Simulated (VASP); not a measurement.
# Li2Se (Fm-3m) in VASP: notebook, part 2 of 2

VASP 6.6.1. The steps go on from the part before.

### Step 5. Relaxation of cell and atoms, r2SCAN

This run uses another cell than the first one, of 18.05 Å³/atom.

Contents of POSCAR:

```
Li2Se
1.0
    0.0000000000      3.0025000000      3.0025000000
    3.0025000000      0.0000000000      3.0025000000
    3.0025000000      3.0025000000      0.0000000000
Li Se
2 1
Direct
    0.2500000000      0.2500000000      0.2500000000
    0.7500000000      0.7500000000      0.7500000000
    0.0000000000      0.0000000000      0.0000000000
```

Contents of INCAR.step1:

```
  PREC = Accurate
  ENCUT = 830
  ISMEAR = -1
  SIGMA = 0.02
  LREAL = False
  LASPH = True
  NELM = 120
  GGA = PE
  ALGO = Normal
  EDIFF = 1E-5
  LWAVE = True
  LCHARG = False
  GGA_COMPAT = False
  IBRION = 2
  ISIF = 3
  EDIFFG = -0.005
  NELMIN = 4
  NSW = 100
```

Contents of INCAR.step2:

```
  PREC = Accurate
  ENCUT = 830
  EDIFF = 1E-7
  ISMEAR = -1
  SIGMA = 0.02
  LREAL = False
  LASPH = True
  NELM = 120
  ALGO = Normal
  ISIF = 3
  LWAVE = False
  LCHARG = False
  METAGGA = R2SCAN
  LMIXTAU = True
  IBRION = 2
  NSW = 80
  EDIFFG = -0.01
  ISTART = 1
  GGA_COMPAT = False
  NELMIN = 4
```

Contents of KPOINTS:

```
Automatic mesh
0
Gamma
  8 8 8
```

Potentials or basis: VASP PAW PBE potentials, release 64 (Li_sv, Se).

The run is started by

```sh
$ cat potpaw_PBE.64/Li_sv/POTCAR potpaw_PBE.64/Se/POTCAR > POTCAR
$ cp INCAR.step1 INCAR
$ mpirun -np 1 vasp_std > vasp.out
$ cp INCAR.step2 INCAR
$ mpirun -np 1 vasp_std > vasp.out
```

OUTCAR:

```text
PREC = Accurate
   ENCUT = 830
   EDIFF = 1E-7
   ISMEAR = -1
   LREAL = False
   LASPH = True
   NELM = 120
   ISIF = 3
   METAGGA = R2SCAN
   IBRION = 2
   NSW = 80
   EDIFFG = -0.01
   ISTART = 1
   NELMIN = 4

 ion  position               nearest neighbor table
   1  0.250  0.250  0.250-   3 2.60   3 2.60   3 2.60   3 2.60
   2  0.750  0.750  0.750-   3 2.60   3 2.60   3 2.60   3 2.60
   3  0.000  0.000  0.000-   1 2.60   2 2.60   2 2.60   2 2.60   2 2.60   1 2.60   1 2.60   1 2.60

  LATTYP: Found a face centered cubic cell.
 ALAT       =     6.0050000000

  Lattice vectors:

 A1 = (   0.0000000000,   3.0025000000,   3.0025000000)
 A2 = (   3.0025000000,   0.0000000000,   3.0025000000)
 A3 = (   3.0025000000,   3.0025000000,   0.0000000000)

Analysis of symmetry for initial positions (statically):
=====================================================================
 Subroutine PRICEL returns:
 Original cell was already a primitive cell.

 Routine SETGRP: Setting up the symmetry group for a
 face centered cubic supercell.

 Subroutine GETGRP returns: Found 48 space group operations
 (whereof 48 operations were pure point group operations)
 out of a pool of 48 trial point group operations.

The static configuration has the point symmetry O_h .

Analysis of symmetry for dynamics (positions and initial velocities):
=====================================================================
 Subroutine PRICEL returns:
 Original cell was already a primitive cell.

 Routine SETGRP: Setting up the symmetry group for a
 face centered cubic supercell.

 Subroutine GETGRP returns: Found 48 space group operations
 (whereof 48 operations were pure point group operations)
 out of a pool of 48 trial point group operations.

The dynamic configuration has the point symmetry O_h .

 Subroutine INISYM returns: Found 48 space group operations
 (whereof 48 operations are pure point group operations),
 and found     1 'primitive' translations

----------------------------------------------------------------------------------------

                                     Primitive cell

  volume of cell :      54.1351

  direct lattice vectors                    reciprocal lattice vectors
     0.000000000  3.002500000  3.002500000    -0.166527893  0.166527893  0.166527893
     3.002500000  0.000000000  3.002500000     0.166527893 -0.166527893  0.166527893
     3.002500000  3.002500000  0.000000000     0.166527893  0.166527893 -0.166527893

  length of vectors
     4.246176221  4.246176221  4.246176221     0.288434772  0.288434772  0.288434772

  position of ions in fractional coordinates (direct lattice)
     0.250000000  0.250000000  0.250000000
     0.750000000  0.750000000  0.750000000
     0.000000000  0.000000000  0.000000000

  ion indices of the primitive-cell ions
   primitive index   ion index
                 1           1
                 2           2
                 3           3

----------------------------------------------------------------------------------------

[... 50 lines left out ...]
 [... further k-points ...]
   k-points           NKPTS =     29   k-points in BZ     NKDIM =     29   number of bands    NBANDS=     10
   number of dos      NEDOS =    301   number of ions     NIONS =      3
   total plane-waves  NPLWV =  64000
   dimension x,y,z NGX =    40 NGY =   40 NGZ =   40
   dimension x,y,z NGXF=    80 NGYF=   80 NGZF=   80
   ions per type =               2   1
   NGX,Y,Z   is equivalent  to a cutoff of  15.66, 15.66, 15.66 a.u.
   NGXF,Y,Z  is equivalent  to a cutoff of  31.32, 31.32, 31.32 a.u.
 SYSTEM =  unknown system
   PREC   = accura    normal or accurate (medium, high low for compatibility)
   ISTART =      1    job   : 0-new  1-cont  2-samecut
   ICHARG =      0    charge: 1-file 2-atom 10-const
   ISPIN  =      1    spin polarized calculation?
   LNONCOLLINEAR =      F non collinear calculations
   LSORBIT =      F    spin-orbit coupling
   LASPH  =      T    aspherical Exc in radial PAW
   ENCUT  =  830.0 eV  61.00 Ry    7.81 a.u.   9.97  9.97  9.97*2*pi/ulx,y,z
   NELM   =    120;   NELMIN=  4; NELMDL=  0     # of ELM steps
   EDIFF  = 0.1E-06   stopping-criterion for ELM
   LREAL  =      F    real-space projection
   EDIFFG = -.1E-01   stopping-criterion for IOM
   NSW    =     80    number of steps for IOM
   IBRION =      2    ionic relax: 0-MD 1-quasi-New 2-CG
   NFREE  =      1    steps in history (QN), initial steepest desc. (CG)
   ISIF   =      3    stress and relaxation
   ISYM   =      2    0-nonsym 1-usesym 2-fastsym
   POTIM  = 0.5000    time-step for ionic-motion
   TEBEG  =    0.0;   TEEND  =   0.0 temperature during run
   PSTRESS=    0.0 pullay stress
   NELECT =      12.0000    total number of electrons
   NUPDOWN=      -1.0000    fix difference up-down
   EMIN   =  10.00;   EMAX   =-10.00  energy-range for DOS
   EFERMI =   0.00;   METHOD = LEGACY
   ISMEAR =    -1;   SIGMA  =   0.02  broadening in eV -4-tet -1-fermi 0-gaus
   EFERMI_NEDOS =   21; number of points for ismear=-14 and -15
   IALGO  =     38    algorithm
   IMIX   =      4    mixing-type and parameters
     AMIX     =   0.40;   BMIX     =  1.00
     AMIX_MAG =   1.60;   BMIX_MAG =  1.00
  volume/ion in A,a.u.               =      18.05       121.77
  Fermi-wavevector in a.u.,A,eV,Ry     =   0.990776  1.872296 13.355989  0.981637
  Thomas-Fermi vector in A             =   2.122471
   LORBIT       =      0    0 simple, 1 ext, 2 COOP (PROOUT), +10 PAW based schemes
   METAGGA = R2SCAN    functional components
   LHFCALC =     F    Hartree Fock is set to
   AEXX    =    0.0000 exact exchange contribution
   IVDW    =     0    specifies the selected vdW correction
   LEPSILON=     F    determine dielectric tensor
   LRPA    =     F    only Hartree local field effects (RPA)
 conjugate gradient relaxation of ions
 non-spin polarized calculation
  energy-cutoff  :      830.00
  volume of cell :       54.14
 maximum number of plane-waves:      2954
   NGX = 19   NGY = 19   NGZ = 19

--------------------------------------- Ionic step        1  -------------------------------------------

 number of electron      12.0000004 magnetization

 Free energy of the ion-electron system (eV)
  ---------------------------------------------------
  ext. energy  EPLUGINS =         0.00000000
  ---------------------------------------------------
  free energy    TOTEN  =       -23.43836533 eV

  energy without entropy =      -23.43836533  energy(sigma->0) =      -23.43836533

------------------------ aborting loop because EDIFF is reached ----------------------------------------

  FORCE on cell =-STRESS in cart. coord.  units (eV):
  Direction    XX          YY          ZZ          XY          YZ          ZX
  --------------------------------------------------------------------------------------
  -------------------------------------------------------------------------------------
  Total       -0.1639690     -0.1639690     -0.1639690      0.0000000      0.0000000      0.0000000
  in kB       -4.8528087     -4.8528087     -4.8528087      0.0000000      0.0000000      0.0000000
  external PRESSURE =      -4.8528087 kB  Pullay stress =       0.0000000 kB
[... 61 lines left out ...]
--------------------------------------- Ionic step        3  -------------------------------------------

 number of electron      12.0000002 magnetization

 Free energy of the ion-electron system (eV)
  ---------------------------------------------------
  ext. energy  EPLUGINS =         0.00000000
  ---------------------------------------------------
  free energy    TOTEN  =       -23.43948543 eV

  energy without entropy =      -23.43948543  energy(sigma->0) =      -23.43948543

 E-fermi :   1.3340     XC(G=0):  -8.6634

 val. band max:        0.7653142210   @ k =   0.0000   0.0000   0.0000
 cond. band min:       4.2213742619   @ k =   0.5000   0.5000   0.0000
 fundamental gap:      3.4560600409
 Fermi energy:         1.3340067720

 k-point     1 :       0.0000    0.0000    0.0000
  band No.  band energies     occupation
      1     -45.3740      2.00000
      2     -45.3500      2.00000
      3     -11.0339      2.00000
      4       0.7653      2.00000
      5       0.7653      2.00000
      6       0.7653      2.00000
      7       4.9520      0.00000
      8       7.0776      0.00000
      9       7.0776      0.00000
     10       7.0776      0.00000
[... 287 lines left out ...]
 k-point    24 :      -0.3750    0.2500    0.1250
  band No.  band energies     occupation
      1     -45.3614      2.00000
      2     -45.3614      2.00000
      3     -10.5877      2.00000
      4      -1.8631      2.00000
      5      -0.5378      2.00000
      6      -0.1685      2.00000
      7       6.7251      0.00000
      8       7.3398      0.00000
      9       9.2017      0.00000
     10       9.9509      0.00000

 [... further k-points ...]
[... 5 lines left out ...]
  --------------------------------------------------------------------------------------
  -------------------------------------------------------------------------------------
  Total       -0.0227121     -0.0227121     -0.0227121      0.0000000      0.0000000      0.0000000
  in kB       -0.6797725     -0.6797725     -0.6797725      0.0000000      0.0000000      0.0000000
  external PRESSURE =      -0.6797725 kB  Pullay stress =       0.0000000 kB
[... 18 lines left out ...]
  FREE ENERGIE OF THE ION-ELECTRON SYSTEM (eV)
  ---------------------------------------------------
  free  energy   TOTEN  =       -23.4394854307 eV

  energy  without entropy=      -23.4394854307  energy(sigma->0) =      -23.43948543

 reached required accuracy - stopping structural energy minimisation
```

Wall time 2.6 min (1 thread of Intel Xeon 6975P-C (Granite Rapids), shared host); peak memory 0.28 GiB.

What came out:

* Free energy: -23.4395 eV
* Relaxed volume: 17.84 Å³/atom
* Relaxed cell: a = 4.230 Å, b = 4.230 Å, c = 4.230 Å, α = 60.00°, β = 60.00°, γ = 60.00°
* Space group after relaxing (to 0.1 Å): Fm-3m (No. 225)
* Energy gained by relaxing: 0.4 meV/atom
* Ionic steps: 3
* Pressure after relaxing: -0.1 GPa
* Band gap on the k mesh: 3.46 eV (least direct gap 4.19 eV)

Step by step:
| step | energy change (eV) | largest force (eV/Å) | pressure (GPa) | volume (Å³) |
| --- | --- | --- | --- | --- |
| 1 | 0.0000 | 0.0000 | -0.49 | 54.14 |
| 2 | -0.0010 | 0.0000 | -0.19 | 53.71 |
| 3 | -0.0011 | 0.0000 | -0.07 | 53.53 |

Final structure:
```
Li Se
1.0
     0.00000    2.99129    2.99129
     2.99129    0.00000    2.99129
     2.99129    2.99129    0.00000
Li Se
2 1
Direct
  0.25000 0.25000 0.25000
  0.75000 0.75000 0.75000
  0.00000 0.00000 0.00000
```

Caveat: the PAW data sets were made with another functional, which shifts forces and pressure a little. A k mesh can miss the band edges.

### Step 6. The runs side by side

```csv
task,cell,gap on the mesh (eV),pressure (GPa)
single point,"a = 4.260 Å, angles 60.0°, 3 atoms",3.47,-0.8
single point,"a = 4.288 Å, angles 60.0°, 3 atoms",3.48,-1.4
single point,"a = 4.315 Å, angles 60.0°, 3 atoms",3.49,-2.0
relaxation of cell and atoms,"relaxed from a = 4.246 Å, angles 60.0°, 3 atoms",3.46,-0.1
```

Alike in all rows: level r2SCAN; potentials or basis VASP PAW PBE potentials, release 64 (Li_sv, Se); no spin polarisation; k mesh 8 × 8 × 8; cutoff (eV) 830; smearing fermi-dirac 0.02 eV.

Caveats: the PAW data sets were made with another functional, which shifts forces and pressure a little.

Total energies depend on the potentials used, so only differences within one code and one set of settings carry meaning.
